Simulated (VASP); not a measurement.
# F (Cmce) in VASP: single point with HSE06

Aim: the single point of F with HSE06.

Program: VASP 6.6.1. These are calculated values, not measurements. Logs are shortened: lines on timing, memory, paths and dates and some standing lists are left out, and cuts for length are marked.

## (1) The cell of the first run

Symmetry: Cmce, No. 64, orthorhombic system. Conventional cell: a = 4.946 Å, b = 3.221 Å, c = 6.545 Å, α = 90.00°, β = 90.00°, γ = 90.00°. F (site symmetry m) has 1 F at 1.40 Å within 1.9 Å.

## (2) Single point, HSE06

The input, POSCAR:

```
F
1.0
    2.4728542882     -1.6104303596      0.0000000000
    2.4728542882      1.6104303596      0.0000000000
    0.0000000000      0.0000000000      6.5449700122
F
4
Direct
    0.9054155717      0.0945844283      0.0963912690
    0.5945844283      0.4054155717      0.5963912690
    0.4054155717      0.5945844283      0.4036087310
    0.0945844283      0.9054155717      0.9036087310
```

The input, INCAR.step1:

```
PREC = Accurate
ENCUT = 520
EDIFF = 1E-5
ISMEAR = 0
SIGMA = 0.01
LREAL = False
LASPH = True
NELM = 120
ALGO = Normal
ISIF = 2
LWAVE = True
LCHARG = False
NBANDS = 22
GGA = PE
GGA_COMPAT = False
KPAR = 4
```

The input, INCAR.step2:

```
PREC = Accurate
ENCUT = 520
EDIFF = 1E-6
ISMEAR = 0
SIGMA = 0.01
LREAL = False
LASPH = True
NELM = 120
ALGO = Normal
ISIF = 2
LWAVE = False
LCHARG = False
GGA = PE
LHFCALC = True
HFSCREEN = 0.2079
PRECFOCK = Normal
NBANDS = 22
ISTART = 1
GGA_COMPAT = False
KPAR = 4
```

The input, KPOINTS:

```
Automatic mesh
0
Gamma
  6 6 4
```

Potentials or basis: VASP PAW PBE potentials, release 64 (F).

The run is started by

```
cat potpaw_PBE.64/F/POTCAR > POTCAR
cp INCAR.step1 INCAR
mpirun -np 4 vasp_std > vasp.out
cp INCAR.step2 INCAR
mpirun -np 4 vasp_std > vasp.out
```

OUTCAR:

```text
PREC = Accurate
   ENCUT = 520
   EDIFF = 1E-6
   ISMEAR = 0
   LREAL = False
   LASPH = True
   NELM = 120
   ISIF = 2
   GGA = PE
   LHFCALC = True
   HFSCREEN = 0.2079
   PRECFOCK = Normal
   ISTART = 1

 ion  position               nearest neighbor table
   1  0.905  0.095  0.096-   4 1.40
   2  0.595  0.405  0.596-   3 1.40
   3  0.405  0.595  0.404-   2 1.40
   4  0.095  0.905  0.904-   1 1.40

  LATTYP: Found a base centered orthorhombic cell.
 ALAT       =     3.2208607192
 B/A-ratio  =     1.5355238887
 C/A-ratio  =     2.0320562057

  Lattice vectors:

 A1 = (  -2.4728542882,  -1.6104303596,   0.0000000000)
 A2 = (   2.4728542882,  -1.6104303596,   0.0000000000)
 A3 = (   0.0000000000,   0.0000000000,   6.5449700122)

Analysis of symmetry for initial positions (statically):
=====================================================================
 Subroutine PRICEL returns:
 Original cell was already a primitive cell.

 Routine SETGRP: Setting up the symmetry group for a
 base centered orthorhombic supercell.

 Subroutine GETGRP returns: Found  8 space group operations
 (whereof  4 operations were pure point group operations)
 out of a pool of  8 trial point group operations.

The static configuration has the point symmetry C_2h.
 The point group associated with its full space group is D_2h.

Analysis of symmetry for dynamics (positions and initial velocities):
=====================================================================
 Subroutine PRICEL returns:
 Original cell was already a primitive cell.

 Routine SETGRP: Setting up the symmetry group for a
 base centered orthorhombic supercell.

 Subroutine GETGRP returns: Found  8 space group operations
 (whereof  4 operations were pure point group operations)
 out of a pool of  8 trial point group operations.

The dynamic configuration has the point symmetry C_2h.
 The point group associated with its full space group is D_2h.

 Subroutine INISYM returns: Found  8 space group operations
 (whereof  4 operations are pure point group operations),
 and found     1 'primitive' translations

----------------------------------------------------------------------------------------

                                     Primitive cell

  volume of cell :      52.1288

  direct lattice vectors                    reciprocal lattice vectors
     2.472854288 -1.610430360  0.000000000     0.202195496 -0.310476015  0.000000000
     2.472854288  1.610430360  0.000000000     0.202195496  0.310476015  0.000000000
     0.000000000  0.000000000  6.544970012     0.000000000  0.000000000  0.152789088

  length of vectors
     2.951015804  2.951015804  6.544970012     0.370510964  0.370510964  0.152789088

  position of ions in fractional coordinates (direct lattice)
     0.905415572  0.094584428  0.096391269
     0.594584428  0.405415572  0.596391269
     0.405415572  0.594584428  0.403608731
     0.094584428  0.905415572  0.903608731

  ion indices of the primitive-cell ions
   primitive index   ion index
                 1           1
                 2           2
                 3           3
                 4           4

----------------------------------------------------------------------------------------

 KPOINTS: Automatic mesh

Automatic generation of k-mesh.
 Grid dimensions read from file:
 generate k-points for:    6    6    4

 Generating k-lattice:

  Cartesian coordinates                     Fractional coordinates (reciprocal lattice)
     0.033699249 -0.051746002  0.000000000     0.166666667  0.000000000  0.000000000
     0.033699249  0.051746002  0.000000000     0.000000000  0.166666667  0.000000000
     0.000000000  0.000000000  0.038197272     0.000000000  0.000000000  0.250000000

  Length of vectors
     0.061751827  0.061751827  0.038197272

  Shift w.r.t. Gamma in fractional coordinates (k-lattice)
     0.000000000  0.000000000  0.000000000

 Subroutine IBZKPT returns following result:
 ===========================================

 Found     39 irreducible k-points:

 Following reciprocal coordinates:
            Coordinates               Weight
  0.000000  0.000000  0.000000      1.000000
  0.166667  0.000000  0.000000      4.000000
  0.333333  0.000000  0.000000      4.000000
  0.500000  0.000000  0.000000      2.000000
  0.166667  0.166667  0.000000      2.000000
  0.333333  0.166667  0.000000      4.000000
[... 16 lines left out ...]
  0.333333  0.333333  0.250000      4.000000
  0.500000  0.333333  0.250000      8.000000
 [... further k-points ...]
   k-points           NKPTS =     39   k-points in BZ     NKDIM =    144   number of bands    NBANDS=     22
   number of dos      NEDOS =    301   number of ions     NIONS =      4
   total plane-waves  NPLWV =  28800
   dimension x,y,z NGX =    24 NGY =   24 NGZ =   50
   dimension x,y,z NGXF=    48 NGYF=   48 NGZF=  100
   ions per type =               4
   NGX,Y,Z   is equivalent  to a cutoff of  13.52, 13.52, 12.70 a.u.
   NGXF,Y,Z  is equivalent  to a cutoff of  27.04, 27.04, 25.40 a.u.
 SYSTEM =  unknown system
   PREC   = accura    normal or accurate (medium, high low for compatibility)
   ISTART =      1    job   : 0-new  1-cont  2-samecut
   ICHARG =      0    charge: 1-file 2-atom 10-const
   ISPIN  =      1    spin polarized calculation?
   LNONCOLLINEAR =      F non collinear calculations
   LSORBIT =      F    spin-orbit coupling
   LASPH  =      T    aspherical Exc in radial PAW
   ENCUT  =  520.0 eV  38.22 Ry    6.18 a.u.   5.49  5.49 12.17*2*pi/ulx,y,z
   NELM   =    120;   NELMIN=  2; NELMDL=  0     # of ELM steps
   EDIFF  = 0.1E-05   stopping-criterion for ELM
   LREAL  =      F    real-space projection
   EDIFFG = 0.1E-04   stopping-criterion for IOM
   NSW    =      0    number of steps for IOM
   IBRION =     -1    ionic relax: 0-MD 1-quasi-New 2-CG
   NFREE  =      0    steps in history (QN), initial steepest desc. (CG)
   ISIF   =      2    stress and relaxation
   ISYM   =      3    0-nonsym 1-usesym 2-fastsym
   POTIM  = 0.5000    time-step for ionic-motion
   TEBEG  =    0.0;   TEEND  =   0.0 temperature during run
   PSTRESS=    0.0 pullay stress
   NELECT =      28.0000    total number of electrons
   NUPDOWN=      -1.0000    fix difference up-down
   EMIN   =  10.00;   EMAX   =-10.00  energy-range for DOS
   EFERMI =   0.00;   METHOD = LEGACY
   ISMEAR =     0;   SIGMA  =   0.01  broadening in eV -4-tet -1-fermi 0-gaus
   EFERMI_NEDOS =   21; number of points for ismear=-14 and -15
   IALGO  =     38    algorithm
   IMIX   =      1    mixing-type and parameters
     AMIX     =   0.40;   BMIX     =  1.00
     AMIX_MAG =   1.60;   BMIX_MAG =  1.00
  volume/ion in A,a.u.               =      13.03        87.95
  Fermi-wavevector in a.u.,A,eV,Ry     =   1.330765  2.514782 24.095050  1.770936
  Thomas-Fermi vector in A             =   2.459827
   LORBIT       =      0    0 simple, 1 ext, 2 COOP (PROOUT), +10 PAW based schemes
   GGA     = PE    functional components
   LHFCALC =     T    Hartree Fock is set to
   PRECFOCK=normal    Normal, Fast or Accurate (Low or Medium for compatibility)
   ENCUT4O =  -1.0   cutoff for four orbital integrals eV
   NKREDX  =     1    reduce k-point grid by
   NKREDY  =     1    reduce k-point grid by
   NKREDZ  =     1    reduce k-point grid by
   AEXX    =    0.2500 exact exchange contribution
   HFSCREEN=    0.2079 screening length (either q_TF or 0.3 A-1)
   HFSCREENC=   0.2079 screening length for correlation (either q_TF or 0.3 A-1)
   ENCUTFOCK=  -1.0 apply spherical cutoff to Coloumb kernel
   IVDW    =     0    specifies the selected vdW correction
   LEPSILON=     F    determine dielectric tensor
   LRPA    =     F    only Hartree local field effects (RPA)
 non-spin polarized calculation
 Gauss-broadening in eV      SIGMA  =   0.01
  energy-cutoff  :      520.00
  volume of cell :       52.13
 maximum number of plane-waves:      1425
 NGX is ok and might be reduce to    24
  NGX = 18; NGY = 18; NGZ = 40

 number of electron      28.0000019 magnetization

 Free energy of the ion-electron system (eV)
  ---------------------------------------------------
  ext. energy  EPLUGINS =         0.00000000
  ---------------------------------------------------
  free energy    TOTEN  =       -12.89586102 eV

  energy without entropy =      -12.89586102  energy(sigma->0) =      -12.89586102

 E-fermi :  -5.9626     XC(G=0):  -7.0579

 val. band max:       -6.1177174871   @ k =   0.0000   0.0000   0.0000
 cond. band min:      -0.0287793088   @ k =   0.0000   0.0000   0.0000
 fundamental gap:      6.0889381782
 Fermi energy:        -5.9625577862

 k-point     1 :       0.0000    0.0000    0.0000
  band No.  band energies     occupation
      1     -32.9318      2.00000
      2     -32.7272      2.00000
      3     -26.1807      2.00000
      4     -25.6136      2.00000
      5     -12.2869      2.00000
      6     -11.1381      2.00000
[... 14 lines left out ...]
     21      18.0702      0.00000
     22      19.3122      0.00000

 k-point     2 :       0.1667    0.0000    0.0000
  band No.  band energies     occupation
      1     -32.8728      2.00000
      2     -32.6946      2.00000
      3     -26.1302      2.00000
      4     -25.6404      2.00000
      5     -12.2546      2.00000
      6     -11.2233      2.00000
[... 14 lines left out ...]
     21      16.7265      0.00000
     22      18.3290      0.00000

 k-point     3 :       0.3333    0.0000    0.0000
  band No.  band energies     occupation
      1     -32.7431      2.00000
      2     -32.6387      2.00000
      3     -26.0036      2.00000
      4     -25.7225      2.00000
      5     -12.1496      2.00000
      6     -11.5048      2.00000
[... 14 lines left out ...]
     21      15.5864      0.00000
     22      15.9795      0.00000
[... 476 lines left out ...]
 k-point    23 :       0.3333    0.3333    0.2500
  band No.  band energies     occupation
      1     -32.7170      2.00000
      2     -32.6003      2.00000
      3     -25.9521      2.00000
      4     -25.6348      2.00000
      5     -11.9843      2.00000
      6     -11.3653      2.00000
[... 14 lines left out ...]
     21      15.8027      0.00000
     22      16.4084      0.00000

 k-point    24 :       0.5000    0.3333    0.2500
  band No.  band energies     occupation
      1     -32.6575      2.00000
      2     -32.5646      2.00000
      3     -25.9065      2.00000
      4     -25.6570      2.00000
      5     -11.9164      2.00000
      6     -11.4333      2.00000
[... 14 lines left out ...]
     21      15.2025      0.00000
     22      15.7693      0.00000

 [... further k-points ...]
[... 5 lines left out ...]
  --------------------------------------------------------------------------------------
  -------------------------------------------------------------------------------------
  Total        0.6784431      0.5187332     -0.3452143      0.0000000      0.0000000      0.0000000
  in kB       20.8519119     15.9432369    -10.6101440      0.0000000      0.0000000      0.0000000
  external PRESSURE =       8.7283349 kB  Pullay stress =       0.0000000 kB

 VOLUME and BASIS-vectors are now :
 -----------------------------------------------------------------------------
  energy-cutoff  :      520.00
  volume of cell :       52.13
      direct lattice vectors                 reciprocal lattice vectors
     2.472854288 -1.610430360  0.000000000     0.202195496 -0.310476015  0.000000000
     2.472854288  1.610430360  0.000000000     0.202195496  0.310476015  0.000000000
     0.000000000  0.000000000  6.544970012     0.000000000  0.000000000  0.152789088

 POSITION                                       TOTAL-FORCE (eV/Angst)
 -----------------------------------------------------------------------------------
      2.47285     -1.30579      0.63088         0.000000     -0.218929     -0.465621
      2.47285     -0.30464      3.90336         0.000000      0.218929     -0.465621
      2.47285      0.30464      2.64161         0.000000     -0.218929      0.465621
      2.47285      1.30579      5.91409         0.000000      0.218929      0.465621
 -----------------------------------------------------------------------------------
    total drift:                               -0.000000     -0.000000      0.000000

  FREE ENERGIE OF THE ION-ELECTRON SYSTEM (eV)
  ---------------------------------------------------
  free  energy   TOTEN  =       -12.8958610205 eV

  energy  without entropy=      -12.8958610205  energy(sigma->0) =      -12.89586102
```

It took 46 min on 4 MPI ranks of AMD EPYC 7R43 (Zen 3), shared host; peak memory 0.27 GiB.

Results:

```yaml
Free_energy: -12.8959 eV
Pressure: 0.9 GPa
Largest_force: 0.515 eV/Å
Band_gap_on_the_k_mesh: 6.09 eV, direct
```

Forces in eV/Å, atoms in the order of the input:
```
F    0.000 -0.219 -0.466
F    0.000  0.219 -0.466
F    0.000 -0.219  0.466
F    0.000  0.219  0.466
```

Caveat: the PAW data sets were made with another functional, which shifts forces and pressure a little. A k mesh can miss the band edges.
